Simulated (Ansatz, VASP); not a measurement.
## One calculation of TaAl2ZnN4, two programs

Contents of INCAR:

```
SYSTEM = TaAl2ZnN4
ALGO     = Normal         ! electronic algorithm
EDIFF    = 1E-6           ! SCF threshold, eV
ENCUT    = 520            ! plane-wave cutoff, eV
GGA      = PE             ! functional
ISIF     = 2              ! what is computed and relaxed
ISMEAR   = 0              ! smearing method
ISPIN    = 2              ! spin polarisation
LASPH    = .True.         ! aspherical terms in the spheres
LCHARG   = .True.         ! write CHGCAR
LELF     = .True.         ! ELF
LMAXMIX  = 4              ! l up to which the mixer works
LORBIT   = 11             ! projections on sites
LREAL    = .False.        ! projectors in reciprocal space
LVHAR    = .True.       
LWAVE    = .False.        ! write WAVECAR
MAGMOM   = 1 0 0 0 0 0 0 0 ! initial moments
NBANDS   = 38             ! bands
NELM     = 150            ! most SCF steps
PREC     = Accurate       ! precision mode
SIGMA    = 0.1            ! smearing width, eV
```

Contents of KPOINTS:

```
k-points
0
Gamma
  4 4 4
  0 0 0
```

File POSCAR:

```
TaAl2ZnN4
1.0
    3.7442041783      0.0000000000      0.0000000000
    0.0000000000      3.7442041783      0.0000000000
    0.0000000000      0.0000000000      6.0613903471
Ta Al Zn N
1 2 1 4
Direct
    0.5000000000      0.5000000000      0.0000000000
    0.0000000000      0.0000000000      0.7322429588
    0.0000000000      0.0000000000      0.2677570412
    0.5000000000      0.5000000000      0.5000000000
    0.5000000000      0.0000000000      0.7846060467
    0.0000000000      0.5000000000      0.7846060467
    0.5000000000      0.0000000000      0.2153939533
    0.0000000000      0.5000000000      0.2153939533
```

Input for Ansatz:

```yaml
crystal:
  lattice:
    - [3.7442041783, 0.0, 0.0]
    - [0.0, 3.7442041783, 0.0]
    - [0.0, 0.0, 6.0613903471]
  atoms:
    - { symbol: Ta, position: [0.5, 0.5, 0.0], spin: 1.0 }
    - { symbol: Al, position: [0.0, 0.0, 0.7322429588] }
    - { symbol: Al, position: [0.0, 0.0, 0.2677570412] }
    - { symbol: Zn, position: [0.5, 0.5, 0.5] }
    - { symbol: "N", position: [0.5, 0.0, 0.7846060467] }
    - { symbol: "N", position: [0.0, 0.5, 0.7846060467] }
    - { symbol: "N", position: [0.5, 0.0, 0.2153939533] }
    - { symbol: "N", position: [0.0, 0.5, 0.2153939533] }
basis:
  ecutwfc: 420
kpoints:
  mp_grid: { grid: [4, 4, 4] }
hamiltonian:
  xc: pbe
scf:
  occupations: { method: gaussian, width: 0.1 }
  lower_state_search: "off"
output:
  forces: true
  stress: true
  eigenvalues: true
  populations: true
magnetization:
  spin_polarized: true
```

Alike in both runs: task single point; functional PBE; k mesh 4 × 4 × 4; occupations gaussian, width 0.1 eV; collinear spin.

|  | VASP | Ansatz |
| --- | --- | --- |
| version | VASP 6.6.1 | Ansatz 0.2.0 |
| potentials or method | VASP PAW PBE potentials, release 64 (Ta_pv, Al, Zn, N), cutoff 520 eV | scalar-relativistic, plane waves, PAW |
| valence electrons in the cell | 49 | 51 |

```tsv
	VASP	Ansatz	Ansatz less VASP
gap on the k mesh at the Fermi level (eV)	none	none	-
pressure (GPa)	0.2	0.1	-0.17
traceless stress, the component that is largest in VASP (GPa)	0.10	0.06	-0.043
rms of the force components (eV/Å)	0.006	0.000	-0.0059
net moment per atom (μB)	0.00	0.00	0.000
```

Atom by atom the forces differ by 0.006 eV/Å (rms over components). A gap of «none» marks a metal or a gap that the smearing closes. VASP's potentials hold 49 valence electrons a cell and Ansatz's 51, so a difference there can come from the potentials and not from the codes. Ansatz's warnings: seeded moment not kept.

The k mesh is coarse, so the values compare programs but aren't converged. Neither program's run includes spin-orbit coupling.
